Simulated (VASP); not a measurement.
# Mg3Te (Im-3m) in VASP: further runs

Runs on Mg3Te. Level: PBE. Tasks: single point, relaxation of cell and atoms.

Program: VASP 6.6.1. These are calculated values, not measurements. Logs are shortened: lines on timing, memory, paths and dates and some standing lists are left out, and cuts for length are marked.

## 1. The cell of the first run

Symmetry: Im-3m, No. 229, cubic system. The conventional cell has a = 6.145 Å, b = 6.145 Å, c = 6.145 Å, α = 90.00°, β = 90.00°, γ = 90.00°. Mg (site symmetry 4/mmm) has 4 Mg at 3.07 Å and 2 Te at 3.07 Å within 4.0 Å. Within 4.0 Å of Te (site symmetry m-3m) lie 6 Mg at 3.07 Å.

## 2. Single point, PBE

The input, INCAR:

```
PREC = Accurate ; ENCUT = 520
EDIFF = 1E-6 ; ISMEAR = 0
SIGMA = 0.1 ; LREAL = False
LASPH = True ; NELM = 60
ALGO = Normal ; ISIF = 2
LWAVE = False ; LCHARG = True
GGA = PE ; LELF = True
LVHAR = True ; NBANDS = 14
```

The input, KPOINTS:

```
Automatic mesh
0
Gamma
  10 10 10
```

The input, POSCAR:

```
Mg3Te
1.0
   -3.0725373882      3.0725373882      3.0725373882
    3.0725373882     -3.0725373882      3.0725373882
    3.0725373882      3.0725373882     -3.0725373882
Mg Te
3 1
Direct
    0.0000000000      0.5000000000      0.5000000000
    0.5000000000      0.0000000000      0.5000000000
    0.5000000000      0.5000000000      0.0000000000
    0.0000000000      0.0000000000      0.0000000000
```

Potentials or basis: VASP PAW PBE potentials, release 64 (Mg, Te).

Command:

```sh
$ cat potpaw_PBE.64/Mg/POTCAR potpaw_PBE.64/Te/POTCAR > POTCAR
$ mpirun -np 1 vasp_std > vasp.out
```

OUTCAR:

```text
PREC = Accurate
   ENCUT = 520
   EDIFF = 1E-6
   ISMEAR = 0
   LREAL = False
   LASPH = True
   NELM = 60
   ISIF = 2
   GGA = PE

 ion  position               nearest neighbor table
   1  0.000  0.500  0.500-   2 3.07   3 3.07   4 3.07   4 3.07   3 3.07   2 3.07
   2  0.500  0.000  0.500-   1 3.07   3 3.07   4 3.07   3 3.07   4 3.07   1 3.07
   3  0.500  0.500  0.000-   1 3.07   2 3.07   4 3.07   2 3.07   1 3.07   4 3.07
   4  0.000  0.000  0.000-   1 3.07   2 3.07   3 3.07   1 3.07   2 3.07   3 3.07

  LATTYP: Found a body centered cubic cell.
 ALAT       =     6.1450747764

  Lattice vectors:

 A1 = (  -3.0725373882,   3.0725373882,   3.0725373882)
 A2 = (   3.0725373882,  -3.0725373882,   3.0725373882)
 A3 = (   3.0725373882,   3.0725373882,  -3.0725373882)

Analysis of symmetry for initial positions (statically):
=====================================================================
 Subroutine PRICEL returns:
 Original cell was already a primitive cell.

 Routine SETGRP: Setting up the symmetry group for a
 body centered cubic supercell.

 Subroutine GETGRP returns: Found 48 space group operations
 (whereof 48 operations were pure point group operations)
 out of a pool of 48 trial point group operations.

The static configuration has the point symmetry O_h .

Analysis of symmetry for dynamics (positions and initial velocities):
=====================================================================
 Subroutine PRICEL returns:
 Original cell was already a primitive cell.

 Routine SETGRP: Setting up the symmetry group for a
 body centered cubic supercell.

 Subroutine GETGRP returns: Found 48 space group operations
 (whereof 48 operations were pure point group operations)
 out of a pool of 48 trial point group operations.

The dynamic configuration has the point symmetry O_h .

 Subroutine INISYM returns: Found 48 space group operations
 (whereof 48 operations are pure point group operations),
 and found     1 'primitive' translations

----------------------------------------------------------------------------------------

                                     Primitive cell

  volume of cell :     116.0250

  direct lattice vectors                    reciprocal lattice vectors
    -3.072537388  3.072537388  3.072537388     0.000000000  0.162731950  0.162731950
     3.072537388 -3.072537388  3.072537388     0.162731950  0.000000000  0.162731950
     3.072537388  3.072537388 -3.072537388     0.162731950  0.162731950  0.000000000

  length of vectors
     5.321790865  5.321790865  5.321790865     0.230137730  0.230137730  0.230137730

  position of ions in fractional coordinates (direct lattice)
     0.000000000  0.500000000  0.500000000
     0.500000000  0.000000000  0.500000000
     0.500000000  0.500000000  0.000000000
     0.000000000  0.000000000  0.000000000

  ion indices of the primitive-cell ions
   primitive index   ion index
                 1           1
                 2           2
                 3           3
                 4           4

----------------------------------------------------------------------------------------

 KPOINTS: Automatic mesh

Automatic generation of k-mesh.
 Grid dimensions read from file:
 generate k-points for:   10   10   10

 Generating k-lattice:

  Cartesian coordinates                     Fractional coordinates (reciprocal lattice)
     0.000000000  0.016273195  0.016273195     0.100000000  0.000000000  0.000000000
     0.016273195  0.000000000  0.016273195     0.000000000  0.100000000  0.000000000
     0.016273195  0.016273195  0.000000000     0.000000000  0.000000000  0.100000000

  Length of vectors
     0.023013773  0.023013773  0.023013773

  Shift w.r.t. Gamma in fractional coordinates (k-lattice)
     0.000000000  0.000000000  0.000000000

 Subroutine IBZKPT returns following result:
 ===========================================

 Found     47 irreducible k-points:

 Following reciprocal coordinates:
            Coordinates               Weight
  0.000000  0.000000  0.000000      1.000000
  0.100000  0.000000  0.000000     12.000000
  0.200000  0.000000  0.000000     12.000000
  0.300000  0.000000  0.000000     12.000000
  0.400000  0.000000  0.000000     12.000000
  0.500000  0.000000  0.000000      6.000000
[... 16 lines left out ...]
  0.300000  0.300000  0.100000      8.000000
 -0.300000  0.300000  0.100000     24.000000
 [... further k-points ...]
   k-points           NKPTS =     47   k-points in BZ     NKDIM =     47   number of bands    NBANDS=     14
   number of dos      NEDOS =    301   number of ions     NIONS =      4
   total plane-waves  NPLWV =  64000
   dimension x,y,z NGX =    40 NGY =   40 NGZ =   40
   dimension x,y,z NGXF=    80 NGYF=   80 NGZF=   80
   ions per type =               3   1
   NGX,Y,Z   is equivalent  to a cutoff of  12.50, 12.50, 12.50 a.u.
   NGXF,Y,Z  is equivalent  to a cutoff of  24.99, 24.99, 24.99 a.u.
 SYSTEM =  unknown system
   PREC   = accura    normal or accurate (medium, high low for compatibility)
   ISTART =      0    job   : 0-new  1-cont  2-samecut
   ICHARG =      2    charge: 1-file 2-atom 10-const
   ISPIN  =      1    spin polarized calculation?
   LNONCOLLINEAR =      F non collinear calculations
   LSORBIT =      F    spin-orbit coupling
   LASPH  =      T    aspherical Exc in radial PAW
   ENCUT  =  520.0 eV  38.22 Ry    6.18 a.u.   9.90  9.90  9.90*2*pi/ulx,y,z
   NELM   =     60;   NELMIN=  2; NELMDL= -5     # of ELM steps
   EDIFF  = 0.1E-05   stopping-criterion for ELM
   LREAL  =      F    real-space projection
   EDIFFG = 0.1E-04   stopping-criterion for IOM
   NSW    =      0    number of steps for IOM
   IBRION =     -1    ionic relax: 0-MD 1-quasi-New 2-CG
   NFREE  =      0    steps in history (QN), initial steepest desc. (CG)
   ISIF   =      2    stress and relaxation
   ISYM   =      2    0-nonsym 1-usesym 2-fastsym
   POTIM  = 0.5000    time-step for ionic-motion
   TEBEG  =    0.0;   TEEND  =   0.0 temperature during run
   PSTRESS=    0.0 pullay stress
   NELECT =      12.0000    total number of electrons
   NUPDOWN=      -1.0000    fix difference up-down
   EMIN   =  10.00;   EMAX   =-10.00  energy-range for DOS
   EFERMI =   0.00;   METHOD = LEGACY
   ISMEAR =     0;   SIGMA  =   0.10  broadening in eV -4-tet -1-fermi 0-gaus
   EFERMI_NEDOS =   21; number of points for ismear=-14 and -15
   IALGO  =     38    algorithm
   IMIX   =      4    mixing-type and parameters
     AMIX     =   0.40;   BMIX     =  1.00
     AMIX_MAG =   1.60;   BMIX_MAG =  1.00
  volume/ion in A,a.u.               =      29.01       195.74
  Fermi-wavevector in a.u.,A,eV,Ry     =   0.768454  1.452168  8.034541  0.590522
  Thomas-Fermi vector in A             =   1.869231
   LORBIT       =      0    0 simple, 1 ext, 2 COOP (PROOUT), +10 PAW based schemes
   GGA     = PE    functional components
   LHFCALC =     F    Hartree Fock is set to
   AEXX    =    0.0000 exact exchange contribution
   IVDW    =     0    specifies the selected vdW correction
   LEPSILON=     F    determine dielectric tensor
   LRPA    =     F    only Hartree local field effects (RPA)
 non-spin polarized calculation
 Gauss-broadening in eV      SIGMA  =   0.10
  energy-cutoff  :      520.00
  volume of cell :      116.02
 maximum number of plane-waves:      3152
   NGX = 19   NGY = 19   NGZ = 19

 number of electron      12.0000001 magnetization

 Free energy of the ion-electron system (eV)
  ---------------------------------------------------
  ext. energy  EPLUGINS =         0.00000000
  ---------------------------------------------------
  free energy    TOTEN  =        -7.26782436 eV

  energy without entropy =       -7.25290759  energy(sigma->0) =       -7.26036597

 E-fermi :   3.0449     XC(G=0):  -8.2497

 val. band max:        3.0337774141   @ k =   0.5000   0.5000   0.2000
 cond. band min:       3.0453872806   @ k =   0.3000   0.2000   0.2000
 fundamental gap:      0.0116098665
 Fermi energy:         3.0448856711

 k-point     1 :       0.0000    0.0000    0.0000
  band No.  band energies     occupation
      1      -8.3793      2.00000
      2      -0.6167      2.00000
      3       0.4046      2.00000
      4       0.4046      2.00000
      5       0.4046      2.00000
      6       4.2178      0.00000
      7       4.2178      0.00000
      8       4.2178      0.00000
      9       4.6882      0.00000
     10       4.6882      0.00000
     11       5.5717      0.00000
     12       5.5717      0.00000
     13       5.5717      0.00000
     14      10.3039      0.00000

 k-point     2 :       0.1000    0.0000    0.0000
  band No.  band energies     occupation
      1      -8.3600      2.00000
      2      -0.8989      2.00000
      3       0.3533      2.00000
      4       0.3820      2.00000
      5       0.7172      2.00000
      6       3.4657      0.00000
      7       3.9604      0.00000
      8       3.9752      0.00000
      9       5.1523      0.00000
     10       5.1696      0.00000
     11       5.7599      0.00000
     12       5.9767      0.00000
     13       6.2008      0.00000
     14       9.1048      0.00000
[... 343 lines left out ...]
      1      -8.1365      2.00000
      2      -1.4505      2.00000
      3      -1.4505      2.00000
      4      -0.4902      2.00000
      5       2.5788      2.00000
      6       3.3277      0.00006
      7       3.3277      0.00006
      8       5.7854      0.00000
      9       5.7854      0.00000
     10       5.8620      0.00000
     11       7.1968      0.00000
     12       7.1968      0.00000
     13       8.0657      0.00000
     14       8.4709      0.00000

 k-point    24 :      -0.3000    0.3000    0.1000
  band No.  band energies     occupation
      1      -8.2286      2.00000
      2      -1.7059      2.00000
      3       0.0055      2.00000
      4       0.0403      2.00000
      5       1.4525      2.00000
      6       2.5581      2.00000
      7       3.3704      0.00000
      8       3.9133      0.00000
      9       5.8237      0.00000
     10       6.3435      0.00000
     11       6.8584      0.00000
     12       7.4857      0.00000
     13       8.3153      0.00000
     14       8.5241      0.00000

 [... further k-points ...]

------------------------ aborting loop because EDIFF is reached ----------------------------------------

  FORCE on cell =-STRESS in cart. coord.  units (eV):
  Direction    XX          YY          ZZ          XY          YZ          ZX
  --------------------------------------------------------------------------------------
  -------------------------------------------------------------------------------------
  Total       -0.0057851     -0.0057851     -0.0057851     -0.0000000     -0.0000000      0.0000000
  in kB       -0.0798860     -0.0798860     -0.0798860     -0.0000000     -0.0000000      0.0000000
  external PRESSURE =      -0.0798860 kB  Pullay stress =       0.0000000 kB

 VOLUME and BASIS-vectors are now :
 -----------------------------------------------------------------------------
  energy-cutoff  :      520.00
  volume of cell :      116.02
      direct lattice vectors                 reciprocal lattice vectors
    -3.072537388  3.072537388  3.072537388     0.000000000  0.162731950  0.162731950
     3.072537388 -3.072537388  3.072537388     0.162731950  0.000000000  0.162731950
     3.072537388  3.072537388 -3.072537388     0.162731950  0.162731950  0.000000000

 POSITION                                       TOTAL-FORCE (eV/Angst)
 -----------------------------------------------------------------------------------
      3.07254      0.00000      0.00000         0.000000     -0.000000     -0.000000
      0.00000      3.07254      0.00000         0.000000     -0.000000      0.000000
      0.00000      0.00000      3.07254        -0.000000      0.000000     -0.000000
      0.00000      0.00000      0.00000        -0.000000      0.000000     -0.000000
 -----------------------------------------------------------------------------------
    total drift:                               -0.000000      0.000000      0.000000

  FREE ENERGIE OF THE ION-ELECTRON SYSTEM (eV)
  ---------------------------------------------------
  free  energy   TOTEN  =        -7.2678243622 eV

  energy  without entropy=       -7.2529075864  energy(sigma->0) =       -7.26036597
```

It took 69 s on 1 thread of Intel Xeon Platinum 8488C (Sapphire Rapids), shared host; peak memory 0.28 GiB.

What came out:

```yaml
Free_energy: -7.2678 eV
Pressure: 0.0 GPa
Band_gap_on_the_k_mesh: zero (band 6 reaches 4.22 eV, above the bottom of band 7 at 2.73 eV)
```

Levels at points of the mesh, in eV from the Fermi level:
```
           k point  band 4  band 5  band 6  band 7  band 8  band 9
(0.00, 0.00, 0.00)   -2.64   -2.64    1.17    1.17    1.17    1.64
(0.50, 0.00, 0.00)   -2.89   -2.27   -0.10    0.87    1.08    2.69
(0.50, 0.50, 0.50)   -3.81   -2.44   -2.44    1.94    1.94    1.94
```

Caveat: spin-orbit coupling is left out, which moves the levels of the heavy elements.

## 3. Relaxation of cell and atoms, PBE

This run uses another cell than the first one, of 28.84 Å³/atom, 0.994 times its volume.

The input, INCAR:

```
  ALGO = Normal
  EDIFF = 1E-6
  EDIFFG = -0.01
  ENCUT = 600
  GGA = PE
  IBRION = 2
  ISIF = 3
  ISMEAR = 0
  LASPH = True
  LCHARG = False
  LREAL = False
  LWAVE = False
  NELM = 60
  NSW = 100
  PREC = Accurate
  SIGMA = 0.1
```

The input, KPOINTS:

```
k-points
0
Gamma
  10 10 10
```

The input, POSCAR:

```
Mg3Te
1.0
   -3.0666922550      3.0666922550      3.0666922550
    3.0666922550     -3.0666922550      3.0666922550
    3.0666922550      3.0666922550     -3.0666922550
Mg Te
3 1
Direct
    0.0000000000      0.5000000000      0.5000000000
    0.5000000000      0.0000000000      0.5000000000
    0.5000000000      0.5000000000      0.0000000000
    0.0000000000      0.0000000000      0.0000000000
```

Potentials or basis: VASP PAW PBE potentials, release 64 (Mg, Te).

Command:

```sh
$ cat potpaw_PBE.64/Mg/POTCAR potpaw_PBE.64/Te/POTCAR > POTCAR
$ mpirun -np 1 vasp_std > vasp.out
```

OUTCAR:

```text
EDIFF = 1E-6
   EDIFFG = -0.01
   ENCUT = 600
   GGA = PE
   IBRION = 2
   ISIF = 3
   ISMEAR = 0
   LASPH = True
   LREAL = False
   NELM = 60
   NSW = 100
   PREC = Accurate

 ion  position               nearest neighbor table
   1  0.000  0.500  0.500-   2 3.07   3 3.07   4 3.07   4 3.07   3 3.07   2 3.07
   2  0.500  0.000  0.500-   1 3.07   3 3.07   4 3.07   3 3.07   4 3.07   1 3.07
   3  0.500  0.500  0.000-   1 3.07   2 3.07   4 3.07   2 3.07   1 3.07   4 3.07
   4  0.000  0.000  0.000-   1 3.07   2 3.07   3 3.07   1 3.07   2 3.07   3 3.07

  LATTYP: Found a body centered cubic cell.
 ALAT       =     6.1333845100

  Lattice vectors:

 A1 = (  -3.0666922550,   3.0666922550,   3.0666922550)
 A2 = (   3.0666922550,  -3.0666922550,   3.0666922550)
 A3 = (   3.0666922550,   3.0666922550,  -3.0666922550)

Analysis of symmetry for initial positions (statically):
=====================================================================
 Subroutine PRICEL returns:
 Original cell was already a primitive cell.

 Routine SETGRP: Setting up the symmetry group for a
 body centered cubic supercell.
[... 234 lines left out ...]
      6       4.2327      0.00000
      7       4.2327      0.00000
      8       4.2327      0.00000
      9       4.7090      0.00000
     10       4.7090      0.00000
[... 287 lines left out ...]
 k-point    24 :      -0.3000    0.3000    0.1000
  band No.  band energies     occupation
      1      -8.2208      2.00000
      2      -1.6988      2.00000
      3       0.0136      2.00000
      4       0.0493      2.00000
      5       1.4663      2.00000
      6       2.5736      2.00000
      7       3.3825      0.00000
      8       3.9293      0.00000
      9       5.8427      0.00000
     10       6.3615      0.00000

 [... further k-points ...]

------------------------ aborting loop because EDIFF is reached ----------------------------------------

  FORCE on cell =-STRESS in cart. coord.  units (eV):
  Direction    XX          YY          ZZ          XY          YZ          ZX
  --------------------------------------------------------------------------------------
  -------------------------------------------------------------------------------------
  Total        0.0301313      0.0301313      0.0301313     -0.0000000      0.0000000     -0.0000000
  in kB        0.4169961      0.4169961      0.4169961     -0.0000000      0.0000000     -0.0000000
  external PRESSURE =       0.4169961 kB  Pullay stress =       0.0000000 kB

 VOLUME and BASIS-vectors are now :
 -----------------------------------------------------------------------------
  energy-cutoff  :      600.00
  volume of cell :      115.77
      direct lattice vectors                 reciprocal lattice vectors
    -3.070286290  3.070286290  3.070286290     0.000000000  0.162851263  0.162851263
     3.070286290 -3.070286290  3.070286290     0.162851263  0.000000000  0.162851263
     3.070286290  3.070286290 -3.070286290     0.162851263  0.162851263  0.000000000

 POSITION                                       TOTAL-FORCE (eV/Angst)
 -----------------------------------------------------------------------------------
      3.07029      0.00000      0.00000        -0.000000     -0.000000      0.000000
      3.07029      0.00000      3.07029         0.000000      0.000000      0.000000
      3.07029      3.07029      0.00000         0.000000      0.000000     -0.000000
      3.07029      3.07029     -3.07029         0.000000     -0.000000     -0.000000
 -----------------------------------------------------------------------------------
    total drift:                               -0.000000     -0.000000      0.000000

  FREE ENERGIE OF THE ION-ELECTRON SYSTEM (eV)
  ---------------------------------------------------
  free  energy   TOTEN  =        -7.2678664033 eV

  energy  without entropy=       -7.2530131439  energy(sigma->0) =       -7.26043977

 reached required accuracy - stopping structural energy minimisation
```

CONTCAR:

```text
Mg3Te
   1.00000000000000
    -3.0702862903024433    3.0702862903024433    3.0702862903024433
     3.0702862903024433   -3.0702862903024433    3.0702862903024433
     3.0702862903024433    3.0702862903024433   -3.0702862903024433
  Mg              Te
     3     1
Direct
     0.0000000000000000    0.5000000000000000    0.5000000000000000
     0.5000000000000000    1.0000000000000000    0.5000000000000000
     0.5000000000000000    0.5000000000000000    1.0000000000000000
     0.0000000000000000    0.0000000000000000    1.0000000000000000

  0.00000000E+00  0.00000000E+00  0.00000000E+00
  0.00000000E+00  0.00000000E+00  0.00000000E+00
  0.00000000E+00  0.00000000E+00  0.00000000E+00
  0.00000000E+00  0.00000000E+00  0.00000000E+00
```

Wall time 86 s (1 thread of Intel Xeon Platinum 8488C (Sapphire Rapids), shared host); peak memory 0.32 GiB.

Results:

| Property | Result |
| --- | --- |
| Free energy | -7.2679 eV |
| Relaxed volume | 28.94 Å³/atom |
| Relaxed cell | a = 5.318 Å, b = 5.318 Å, c = 5.318 Å, α = 109.47°, β = 109.47°, γ = 109.47° |
| Space group after relaxing (to 0.05 Å) | Im-3m (No. 229) |
| Energy gained by relaxing | 0.1 meV/atom |
| Ionic steps | 2 |
| Pressure after relaxing | 0.0 GPa |
| Band gap on the k mesh | zero (band 6 reaches 4.23 eV, above the bottom of band 7 at 2.75 eV) |

The path:
| step | energy change (eV) | largest force (eV/Å) | pressure (GPa) | volume (Å³) |
| --- | --- | --- | --- | --- |
| 1 | 0.0000 | 0.0000 | 0.13 | 115.36 |
| 2 | -0.0002 | 0.0000 | 0.04 | 115.77 |

Final structure:
```yaml
crystal:
  lattice:
    - [-3.07029, 3.07029, 3.07029]
    - [3.07029, -3.07029, 3.07029]
    - [3.07029, 3.07029, -3.07029]
  atoms:
    - { symbol: Mg, position: [0.00000, 0.50000, 0.50000] }
    - { symbol: Mg, position: [0.50000, 0.00000, 0.50000] }
    - { symbol: Mg, position: [0.50000, 0.50000, 0.00000] }
    - { symbol: Te, position: [0.00000, 0.00000, 0.00000] }
```

Caveat: spin-orbit coupling is left out, which moves the levels of the heavy elements.
